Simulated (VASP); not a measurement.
A run of VASP 6.6.1 is set up as follows.

File INCAR:

```
SYSTEM = Pt
ALGO     = Normal         ! electronic algorithm
EDIFF    = 1E-7           ! SCF threshold, eV
ENCUT    = 520            ! plane-wave cutoff, eV
GGA      = CA             ! functional
ISIF     = 2              ! what is computed and relaxed
ISMEAR   = -1             ! smearing method
LASPH    = .True.         ! aspherical terms in the spheres
LCHARG   = .False.        ! write CHGCAR
LREAL    = .False.        ! projectors in reciprocal space
LWAVE    = .False.        ! write WAVECAR
NBANDS   = 17             ! bands
NELM     = 80             ! most SCF steps
PREC     = Accurate       ! precision mode
SIGMA    = 0.05           ! smearing width, eV
```

KPOINTS

```
k-points
0
Gamma
  17 17 9
  0 0 0
```

The input POSCAR:

```
Pt
1.0
    2.7107039064      0.0000000000      0.0000000000
   -1.3553519532      2.3475384451      0.0000000000
    0.0000000000      0.0000000000      4.6678312548
Pt
2
Direct
    0.3333333333      0.6666666667      0.2500000000
    0.6666666667      0.3333333333      0.7500000000
```

Potentials or basis: VASP PAW LDA potentials, release 64 (Pt).

The run is started by

```sh
$ cat potpaw_LDA.64/Pt/POTCAR > POTCAR
$ mpirun -np 1 vasp_std > vasp.out
```

(1) Predict the band gap on the k mesh.

(2) Estimate the pressure.

Answers

(1) zero (band 10 reaches 11.90 eV, above the bottom of band 11 at 10.58 eV).

(2) 0.8 GPa.

Caveat: spin-orbit coupling is left out, which moves the levels of the heavy elements.
